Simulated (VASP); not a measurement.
A run of VASP 6.6.1 is set up as follows.

INCAR

```
SYSTEM = W
  PREC = Accurate
  ENCUT = 520
  EDIFF = 1E-6
  ISMEAR = -1
  SIGMA = 0.1
  LREAL = .FALSE.
  LASPH = .TRUE.
  NELM = 100
  ALGO = Normal
  ISIF = 2
  LWAVE = .FALSE.
  LCHARG = .FALSE.
  LDIPOL = .TRUE.
  IDIPOL = 3
  DIPOL = 0.5 0.5 0.500
  GGA = PS
  NBANDS = 43
```

Contents of KPOINTS:

```
Automatic mesh
0
G
  14 14 1
  0 0 0
```

File POSCAR:

```
W
1.0
    2.7313605553      0.0000000000      0.0000000000
   -0.9104535184      2.5751514274      0.0000000000
    0.0000000000      0.0000000000     24.9206000000
W
5
Direct
    0.0000000000      0.0000000000      0.3239899838
    0.5000000000      0.5000000000      0.4102844123
    0.0000000000      0.0000000000      0.4999999999
    0.5000000000      0.5000000000      0.5897155871
    0.0000000000      0.0000000000      0.6760100168
```

Potentials or basis: VASP PAW PBE potentials, release 64 (W_sv).

Run with:

```console
$ cat potpaw_PBE.64/W_sv/POTCAR > POTCAR
$ mpirun -np 1 vasp_std > vasp.out
```

**Question.** What does it give for the largest force?

**Answer.** 0.042 eV/Å.

**Question.** Estimate the band gap on the k mesh.

**Answer.** Zero (band 35 reaches 3.71 eV, above the bottom of band 36 at 1.76 eV).

Forces on the atoms (eV/Å):
```
W    0.000  0.000 -0.042
W    0.000  0.000  0.005
W    0.000  0.000  0.000
W    0.000  0.000 -0.005
W    0.000  0.000  0.042
```

Caveat: the PAW data sets were made with another functional, which shifts forces and pressure a little; spin-orbit coupling is left out, which moves the levels of the heavy elements.
